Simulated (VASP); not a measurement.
Here is a VASP 6.6.1 calculation.

INCAR

```
SYSTEM = TiCo3
PREC     = Accurate       ! precision mode
ENCUT    = 520            ! plane-wave cutoff, eV
EDIFF    = 1E-6           ! SCF threshold, eV
ISMEAR   = 0              ! smearing method
SIGMA    = 0.15           ! smearing width, eV
LREAL    = .FALSE.        ! projectors in reciprocal space
LASPH    = .TRUE.         ! aspherical terms in the spheres
NELM     = 150            ! most SCF steps
ALGO     = Normal         ! electronic algorithm
ISIF     = 2              ! what is computed and relaxed
LWAVE    = .FALSE.        ! write WAVECAR
LCHARG   = .FALSE.        ! write CHGCAR
ISPIN    = 2              ! spin polarisation
MAGMOM   = 0 0.3 0.3 0.3  ! initial moments
LORBIT   = 11             ! projections on sites
LMAXMIX  = 4              ! l up to which the mixer works
GGA      = PS             ! functional
NBANDS   = 32             ! bands
```

File KPOINTS:

```
regular mesh
0
G
  14 14 14
  0 0 0
```

File POSCAR:

```
TiCo3
1.0
    3.5282504658      0.0000000000      0.0000000000
    0.0000000000      3.5282504658      0.0000000000
    0.0000000000      0.0000000000      3.3518379425
Ti Co
1 3
Direct
    0.0000000000      0.0000000000      0.0000000000
    0.0000000000      0.5000000000      0.5000000000
    0.5000000000      0.0000000000      0.5000000000
    0.5000000000      0.5000000000      0.0000000000
```

Potentials or basis: VASP PAW PBE potentials, release 64 (Ti_sv, Co).

Command:

```console
$ cat potpaw_PBE.64/Ti_sv/POTCAR potpaw_PBE.64/Co/POTCAR > POTCAR
$ mpirun -np 1 vasp_std > vasp.out
```

Problem. What does it give for the net moment?

Solution. 0.39 μB per cell.

Problem. Predict the pressure.

Solution. 12.9 GPa.

Stress tensor (GPa, compression positive):
```
10.31  0.00  0.00
 0.00 10.31  0.00
 0.00  0.00 18.02
```

Caveat: the cell differs from its parent crystal (strain +0.000 along x and y, -0.050 along z); the cell stands under pressure; the PAW data sets were made with another functional, which shifts forces and pressure a little.
